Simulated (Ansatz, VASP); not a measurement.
Two plane-wave programs on Ga4P

```
Ga P
1.0
     4.70406    0.00000    0.00000
     0.00000    4.70406    0.00000
     0.00000    0.00000    4.70406
Ga P
4 1
Direct
  0.29836 0.29836 0.29836
  0.70164 0.70164 0.29836
  0.29836 0.70164 0.70164
  0.70164 0.29836 0.70164
  0.00000 0.00000 0.00000
```

Change from the starting cell: species swapped into the SnI4 type (P-43m, No. 215).

Alike in both runs: task relaxation of cell and atoms; functional PBE; k mesh 8 × 8 × 8; occupations gaussian, width 0.1 eV; no spin polarisation.

|  | VASP | Ansatz |
| --- | --- | --- |
| version | VASP 6.6.1 | Ansatz 0.2.0 |
| potentials or method | VASP PAW PBE potentials, release 64 (Ga_d, P), cutoff 600 eV | scalar-relativistic, plane waves, PAW |
| valence electrons in the cell | 57 | 57 |

Ansatz gave:

- gap on the k mesh at the Fermi level, each at its own relaxed structure (eV): none
- relaxed volume (Å³/atom): 20.96
- relaxed cell length with the largest relative difference (Å): 4.715

Task: Which values does VASP return?

Result: gap on the k mesh at the Fermi level, each at its own relaxed structure (eV): none; relaxed volume (Å³/atom): 21.01; relaxed cell length with the largest relative difference (Å): 4.718.

A gap of «none» marks a metal or a gap that the smearing closes.
